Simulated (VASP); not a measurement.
# LiMg2 (P-6m2) in VASP: a series of runs

The runs below take LiMg2 through single point, relaxation of cell and atoms, with LDA.

Program: VASP 6.6.1. These are calculated values, not measurements. Logs are shortened: lines on timing, memory, paths and dates and some standing lists are left out, and cuts for length are marked.

## Step 1: The cell of the first run

It takes space group P-6m2 (No. 187, hexagonal). The conventional cell has a = 3.090 Å, b = 3.090 Å, c = 14.866 Å, α = 90.00°, β = 90.00°, γ = 120.00°. Within 4.0 Å of Li (site symmetry 3m) lie 6 Mg at 3.00 to 3.06 Å and 6 Li at 3.09 Å. Within 4.1 Å of Mg (site symmetry -6m2) lie 12 Mg at 3.09 to 3.10 Å. Within 4.0 Å of Mg (site symmetry 3m) lie 3 Li at 3.00 Å and 9 Mg at 3.09 to 3.10 Å. Within 4.0 Å of Mg (site symmetry -6m2) lie 6 Li at 3.06 Å and 6 Mg at 3.09 Å.

## Step 2: Single point, LDA

The input, INCAR:

```
SYSTEM = LiMg2
PREC = Accurate
ENCUT = 520
EDIFF = 1E-7
ISMEAR = 0
SIGMA = 0.05
LREAL = .False.
LASPH = .True.
NELM = 60
ALGO = Normal
ISIF = 2
LWAVE = .False.
LCHARG = .False.
GGA = CA
NBANDS = 16
```

The input, KPOINTS:

```
Automatic mesh
0
Gamma
  8 8 2
  0 0 0
```

The input, POSCAR:

```
LiMg2
1.0
    3.0898879236      0.0000002857      0.0000000000
   -1.5449442092      2.6759212939      0.0000000000
    0.0000000000      0.0000000000     14.8660030181
Li Mg
2 4
Direct
    0.6666666667      0.3333333333      0.6668370566
    0.6666666667      0.3333333333      0.3331629434
    0.6666666667      0.3333333333      0.0000000000
    0.0000000000      0.0000000000      0.8294057702
    0.0000000000      0.0000000000      0.5000000000
    0.0000000000      0.0000000000      0.1705942298
```

Potentials or basis: VASP PAW LDA potentials, release 64 (Li_sv, Mg).

The run is started by

```sh
cat potpaw_LDA.64/Li_sv/POTCAR potpaw_LDA.64/Mg/POTCAR > POTCAR
mpirun -np 1 vasp_std > vasp.out
```

OUTCAR:

```text
SYSTEM = LiMg2
   PREC = Accurate
   ENCUT = 520
   EDIFF = 1E-7
   ISMEAR = 0
   LREAL = .False.
   LASPH = .True.
   NELM = 60
   ISIF = 2
   GGA = CA

 ion  position               nearest neighbor table
   1  0.667  0.333  0.667-   4 3.00   4 3.00   4 3.00   5 3.06   5 3.06   5 3.06
   2  0.667  0.333  0.333-   6 3.00   6 3.00   6 3.00   5 3.06   5 3.06   5 3.06
   3  0.667  0.333  0.000-   4 3.10   6 3.10   4 3.10   6 3.10   4 3.10   6 3.10
   4  0.000  0.000  0.829-   1 3.00   1 3.00   1 3.00   3 3.10   3 3.10   3 3.10
   5  0.000  0.000  0.500-   1 3.06   2 3.06   1 3.06   2 3.06   1 3.06   2 3.06
   6  0.000  0.000  0.171-   2 3.00   2 3.00   2 3.00   3 3.10   3 3.10   3 3.10

  LATTYP: Found a hexagonal cell.
 ALAT       =     3.0898879236
 C/A-ratio  =     4.8111787177

  Lattice vectors:

 A1 = (   3.0898879236,   0.0000002857,   0.0000000000)
 A2 = (  -1.5449442092,   2.6759212939,   0.0000000000)
 A3 = (   0.0000000000,   0.0000000000,  14.8660030181)

Analysis of symmetry for initial positions (statically):
=====================================================================
 Subroutine PRICEL returns:
 Original cell was already a primitive cell.

 Routine SETGRP: Setting up the symmetry group for a
 hexagonal supercell.

 Subroutine GETGRP returns: Found 12 space group operations
 (whereof 12 operations were pure point group operations)
 out of a pool of 24 trial point group operations.

The static configuration has the point symmetry D_3h.

Analysis of symmetry for dynamics (positions and initial velocities):
=====================================================================
 Subroutine PRICEL returns:
 Original cell was already a primitive cell.

 Routine SETGRP: Setting up the symmetry group for a
 hexagonal supercell.

 Subroutine GETGRP returns: Found 12 space group operations
 (whereof 12 operations were pure point group operations)
 out of a pool of 24 trial point group operations.

The dynamic configuration has the point symmetry D_3h.

 Subroutine INISYM returns: Found 12 space group operations
 (whereof 12 operations are pure point group operations),
 and found     1 'primitive' translations

----------------------------------------------------------------------------------------

                                     Primitive cell

  volume of cell :     122.9165

  direct lattice vectors                    reciprocal lattice vectors
     3.089887924  0.000000286  0.000000000     0.323636317  0.186851554  0.000000000
    -1.544944209  2.675921294  0.000000000    -0.000000035  0.373703049  0.000000000
     0.000000000  0.000000000 14.866003018     0.000000000  0.000000000  0.067267577

  length of vectors
     3.089887924  3.089887924 14.866003018     0.373703049  0.373703049  0.067267577

  position of ions in fractional coordinates (direct lattice)
     0.666666667  0.333333333  0.666837057
     0.666666667  0.333333333  0.333162943
     0.666666667  0.333333333  0.000000000
     0.000000000  0.000000000  0.829405770
     0.000000000  0.000000000  0.500000000
     0.000000000  0.000000000  0.170594230

  ion indices of the primitive-cell ions
   primitive index   ion index
                 1           1
                 2           2
                 3           3
                 4           4
                 5           5
                 6           6

----------------------------------------------------------------------------------------

 KPOINTS: Automatic mesh

Automatic generation of k-mesh.
 Grid dimensions read from file:
 generate k-points for:    8    8    2

 Generating k-lattice:

  Cartesian coordinates                     Fractional coordinates (reciprocal lattice)
     0.040454540  0.023356444  0.000000000     0.125000000  0.000000000  0.000000000
    -0.000000004  0.046712881  0.000000000    -0.000000000  0.125000000  0.000000000
     0.000000000  0.000000000  0.033633788     0.000000000  0.000000000  0.500000000

  Length of vectors
     0.046712881  0.046712881  0.033633788

  Shift w.r.t. Gamma in fractional coordinates (k-lattice)
     0.000000000  0.000000000  0.000000000

 Subroutine IBZKPT returns following result:
 ===========================================

 Found     20 irreducible k-points:

 Following reciprocal coordinates:
            Coordinates               Weight
  0.000000  0.000000  0.000000      1.000000
  0.125000  0.000000  0.000000      6.000000
  0.250000  0.000000  0.000000      6.000000
  0.375000  0.000000  0.000000      6.000000
  0.500000  0.000000  0.000000      3.000000
  0.125000  0.125000  0.000000      6.000000
[... 12 lines left out ...]
  0.250000  0.250000  0.500000      6.000000
  0.375000  0.250000  0.500000      6.000000
   k-points           NKPTS =     20   k-points in BZ     NKDIM =     20   number of bands    NBANDS=     16
   number of dos      NEDOS =    301   number of ions     NIONS =      6
   total plane-waves  NPLWV =  64512
   dimension x,y,z NGX =    24 NGY =   24 NGZ =  112
   dimension x,y,z NGXF=    48 NGYF=   48 NGZF=  224
   ions per type =               2   4
   NGX,Y,Z   is equivalent  to a cutoff of  12.91, 12.91, 12.52 a.u.
   NGXF,Y,Z  is equivalent  to a cutoff of  25.83, 25.83, 25.05 a.u.
 SYSTEM =  LiMg2
   PREC   = accura    normal or accurate (medium, high low for compatibility)
   ISTART =      0    job   : 0-new  1-cont  2-samecut
   ICHARG =      2    charge: 1-file 2-atom 10-const
   ISPIN  =      1    spin polarized calculation?
   LNONCOLLINEAR =      F non collinear calculations
   LSORBIT =      F    spin-orbit coupling
   LASPH  =      T    aspherical Exc in radial PAW
   ENCUT  =  520.0 eV  38.22 Ry    6.18 a.u.   5.75  5.75 27.64*2*pi/ulx,y,z
   NELM   =     60;   NELMIN=  2; NELMDL= -5     # of ELM steps
   EDIFF  = 0.1E-06   stopping-criterion for ELM
   LREAL  =      F    real-space projection
   EDIFFG = 0.1E-05   stopping-criterion for IOM
   NSW    =      0    number of steps for IOM
   IBRION =     -1    ionic relax: 0-MD 1-quasi-New 2-CG
   NFREE  =      0    steps in history (QN), initial steepest desc. (CG)
   ISIF   =      2    stress and relaxation
   ISYM   =      2    0-nonsym 1-usesym 2-fastsym
   POTIM  = 0.5000    time-step for ionic-motion
   TEBEG  =    0.0;   TEEND  =   0.0 temperature during run
   PSTRESS=    0.0 pullay stress
   NELECT =      14.0000    total number of electrons
   NUPDOWN=      -1.0000    fix difference up-down
   EMIN   =  10.00;   EMAX   =-10.00  energy-range for DOS
   EFERMI =   0.00;   METHOD = LEGACY
   ISMEAR =     0;   SIGMA  =   0.05  broadening in eV -4-tet -1-fermi 0-gaus
   EFERMI_NEDOS =   21; number of points for ismear=-14 and -15
   IALGO  =     38    algorithm
   IMIX   =      4    mixing-type and parameters
     AMIX     =   0.40;   BMIX     =  1.00
     AMIX_MAG =   1.60;   BMIX_MAG =  1.00
  volume/ion in A,a.u.               =      20.49       138.25
  Fermi-wavevector in a.u.,A,eV,Ry     =   0.793562  1.499614  8.568137  0.629740
  Thomas-Fermi vector in A             =   1.899522
   LORBIT       =      0    0 simple, 1 ext, 2 COOP (PROOUT), +10 PAW based schemes
   GGA     = CA    functional components
   LHFCALC =     F    Hartree Fock is set to
   AEXX    =    0.0000 exact exchange contribution
   IVDW    =     0    specifies the selected vdW correction
   LEPSILON=     F    determine dielectric tensor
   LRPA    =     F    only Hartree local field effects (RPA)
 non-spin polarized calculation
 Gauss-broadening in eV      SIGMA  =   0.05
  energy-cutoff  :      520.00
  volume of cell :      122.92
 maximum number of plane-waves:      3356
 NGX is ok and might be reduce to    24
   NGX = 11   NGY = 11   NGZ = 55

 number of electron      13.9999996 magnetization

 Free energy of the ion-electron system (eV)
  ---------------------------------------------------
  ext. energy  EPLUGINS =         0.00000000
  ---------------------------------------------------
  free energy    TOTEN  =       -11.47228035 eV

  energy without entropy =      -11.46633581  energy(sigma->0) =      -11.46930808

 E-fermi :   2.1152     XC(G=0):  -8.4455

 val. band max:        2.1091298382   @ k =   0.2500   0.1250   0.5000
 cond. band min:       2.1418547375   @ k =   0.3750   0.2500   0.5000
 fundamental gap:      0.0327248993
 Fermi energy:         2.1151522676

 k-point     1 :       0.0000    0.0000    0.0000
  band No.  band energies     occupation
      1     -43.3071      2.00000
      2     -43.3071      2.00000
      3      -4.6201      2.00000
      4      -3.5285      2.00000
      5      -3.5277      2.00000
      6      -1.6981      2.00000
[... 8 lines left out ...]
     15      13.6307      0.00000
     16      14.0405      0.00000

 k-point     2 :       0.1250    0.0000    0.0000
  band No.  band energies     occupation
      1     -43.3053      2.00000
      2     -43.3053      2.00000
      3      -4.2942      2.00000
      4      -3.2128      2.00000
      5      -3.2103      2.00000
      6      -1.3889      2.00000
[... 8 lines left out ...]
     15      11.6736      0.00000
     16      12.1155      0.00000

 k-point     3 :       0.2500    0.0000    0.0000
  band No.  band energies     occupation
      1     -43.3010      2.00000
      2     -43.3010      2.00000
      3      -3.3243      2.00000
      4      -2.2777      2.00000
      5      -2.2645      2.00000
      6      -0.4719      2.00000
[... 8 lines left out ...]
     15       9.2672      0.00000
     16       9.7276      0.00000
[... 286 lines left out ...]
 k-point    19 :       0.2500    0.2500    0.5000
  band No.  band energies     occupation
      1     -43.2949      2.00000
      2     -43.2949      2.00000
      3      -0.7870      2.00000
      4      -0.0398      2.00000
      5       0.4606      2.00000
      6       1.4992      2.00000
[... 8 lines left out ...]
     15       6.1678      0.00000
     16       7.0005      0.00000

 k-point    20 :       0.3750    0.2500    0.5000
  band No.  band energies     occupation
      1     -43.2937      2.00000
      2     -43.2936      2.00000
      3       1.2881      2.00000
      4       1.4102      2.00000
      5       1.8109      2.00000
      6       2.1419      0.45009
[... 8 lines left out ...]
     15       5.6452      0.00000
     16       5.8003      0.00000

------------------------ aborting loop because EDIFF is reached ----------------------------------------

  FORCE on cell =-STRESS in cart. coord.  units (eV):
  Direction    XX          YY          ZZ          XY          YZ          ZX
  --------------------------------------------------------------------------------------
  -------------------------------------------------------------------------------------
  Total       -0.2005663     -0.2005663     -0.1838173     -0.0000000      0.0000000      0.0000000
  in kB       -2.6143166     -2.6143166     -2.3959997     -0.0000000      0.0000000      0.0000000
  external PRESSURE =      -2.5415443 kB  Pullay stress =       0.0000000 kB

 VOLUME and BASIS-vectors are now :
 -----------------------------------------------------------------------------
  energy-cutoff  :      520.00
  volume of cell :      122.92
      direct lattice vectors                 reciprocal lattice vectors
     3.089887924  0.000000286  0.000000000     0.323636317  0.186851554  0.000000000
    -1.544944209  2.675921294  0.000000000    -0.000000035  0.373703049  0.000000000
     0.000000000  0.000000000 14.866003018     0.000000000  0.000000000  0.067267577

 POSITION                                       TOTAL-FORCE (eV/Angst)
 -----------------------------------------------------------------------------------
      1.54494      0.89197      9.91320        -0.000000     -0.000000      0.001161
      1.54494      0.89197      4.95280        -0.000000     -0.000000     -0.001161
      1.54494      0.89197      0.00000         0.000000      0.000000      0.000000
      0.00000      0.00000     12.32995         0.000000      0.000000      0.002647
      0.00000      0.00000      7.43300         0.000000      0.000000      0.000000
      0.00000      0.00000      2.53605         0.000000      0.000000     -0.002647
 -----------------------------------------------------------------------------------
    total drift:                               -0.000000      0.000000      0.000000

  FREE ENERGIE OF THE ION-ELECTRON SYSTEM (eV)
  ---------------------------------------------------
  free  energy   TOTEN  =       -11.4722803509 eV

  energy  without entropy=      -11.4663358086  energy(sigma->0) =      -11.46930808
```

Wall time 72 s (1 thread of Intel Xeon 8259CL, shared host); peak memory 0.21 GiB.

Results:

```yaml
Free_energy: -11.4723 eV
Band_gap_on_the_k_mesh: zero (bands 7 and 8 overlap by 2.93 eV)
```

Forces in eV/Å, atoms in the order of the input:
```
Li   0.000  0.000  0.001
Li   0.000  0.000 -0.001
Mg   0.000  0.000  0.000
Mg   0.000  0.000  0.003
Mg   0.000  0.000  0.000
Mg   0.000  0.000 -0.003
```

Caveat: the cutoff is under 1.25 times the usual one of these potentials, so pressure, stress and relaxed cells hold a basis-set (Pulay) error.

## Step 3: Relaxation of cell and atoms, LDA

This run uses another cell than the first one, of 21.44 Å³/atom.

The input, INCAR:

```
PREC     = Accurate       # precision mode
ENCUT    = 600            # plane-wave cutoff, eV
EDIFF    = 1E-6           # SCF threshold, eV
ISMEAR   = 0              # smearing method
SIGMA    = 0.05           # smearing width, eV
LREAL    = False          # projectors in reciprocal space
LASPH    = True           # aspherical terms in the spheres
NELM     = 80             # most SCF steps
ALGO     = Normal         # electronic algorithm
ISIF     = 3              # what is computed and relaxed
LWAVE    = False          # write WAVECAR
LCHARG   = False          # write CHGCAR
GGA      = CA             # functional
IBRION   = 2              # ionic algorithm
NSW      = 80             # ionic steps
EDIFFG   = -0.01          # ionic threshold
```

The input, KPOINTS:

```
Automatic mesh
0
Gamma
  8 8 2
```

The input, POSCAR:

```
LiMg2
1.0
    3.1224750000      0.0000000000      0.0000000000
   -1.5612380000      2.7041430000      0.0000000000
    0.0000000000      0.0000000000     15.2354350000
Li Mg
2 4
Direct
    0.6666666667      0.3333333333      0.6667870000
    0.6666666667      0.3333333333      0.3332130000
    0.6666666667      0.3333333333      0.0000000000
    0.0000000000      0.0000000000      0.8290680000
    0.0000000000      0.0000000000      0.5000000000
    0.0000000000      0.0000000000      0.1709320000
```

Potentials or basis: VASP PAW LDA potentials, release 64 (Li_sv, Mg).

The run is started by

```sh
cat potpaw_LDA.64/Li_sv/POTCAR potpaw_LDA.64/Mg/POTCAR > POTCAR
mpirun -np 1 vasp_std > vasp.out
```

Wall time 4.8 min (1 thread of Intel Xeon 8259CL, shared host); peak memory 0.26 GiB.

Results (log left out):

```
Free energy                           : -11.4746 eV
Relaxed volume                        : 20.30 Å³/atom
Relaxed cell                          : a = 3.079 Å, b = 3.079 Å, c = 14.835 Å, α = 90.00°, β = 90.00°, γ = 120.00°
Space group after relaxing (to 0.1 Å) : P-6m2 (No. 187)
Energy gained by relaxing             : 6.3 meV/atom
Ionic steps                           : 6
Pressure after relaxing               : 0.0 GPa
Largest force after relaxing          : 0.004 eV/Å
Band gap on the k mesh                : zero (bands 7 and 8 overlap by 2.95 eV)
```

Forces in eV/Å, atoms in the order of the input:
```
Li   0.000  0.000  0.000
Li   0.000  0.000  0.000
Mg   0.000  0.000  0.000
Mg   0.000  0.000 -0.004
Mg   0.000  0.000  0.000
Mg   0.000  0.000  0.004
```

Step by step:
```
step  energy change (eV)  largest force (eV/Å)  pressure (GPa)  volume (Å³)
   1              0.0000                0.0582           -1.59       128.64
   2             -0.0301                0.0258           -0.73       124.72
   3             -0.0375                0.0017           -0.02       121.92
   4             -0.0375                0.0032            0.03       121.74
   5             -0.0378                0.0034            0.02       121.77
   6             -0.0379                0.0039            0.00       121.83
```

Final structure:
```xyz
6
Lattice="3.0794 0.0000 0.0000 -1.5397 2.6668 0.0000 0.0000 0.0000 14.8350" Properties=species:S:1:pos:R:3 pbc="T T T"
Li    1.5397    0.8889    9.8924
Li    1.5397    0.8889    4.9426
Mg    1.5397    0.8889    0.0000
Mg    0.0000    0.0000   12.3037
Mg    0.0000    0.0000    7.4175
Mg    3.0794    0.0000    2.5313
```

Levels at points of the mesh, in eV from the Fermi level:
```
           k point  band 4  band 5  band 6  band 7  band 8  band 9  band 10  band 11
(0.00, 0.00, 0.00)   -5.67   -5.67   -3.83   -2.70   -1.06    0.55     3.86     4.26
(0.50, 0.00, 0.00)   -1.61   -1.01   -0.95   -0.67   -0.61    1.08     1.12     1.35
(0.00, 0.00, 0.50)   -5.83   -5.48   -4.01   -2.02   -1.91    1.47     2.30     6.02
(0.50, 0.00, 0.50)   -1.61   -1.23   -0.83   -0.74   -0.11    0.10     1.30     2.41
```

Caveat: the cutoff is under 1.25 times the usual one of these potentials, so pressure, stress and relaxed cells hold a basis-set (Pulay) error.

The gap in the log of VASP goes by the Fermi energy; the results here count the filled bands.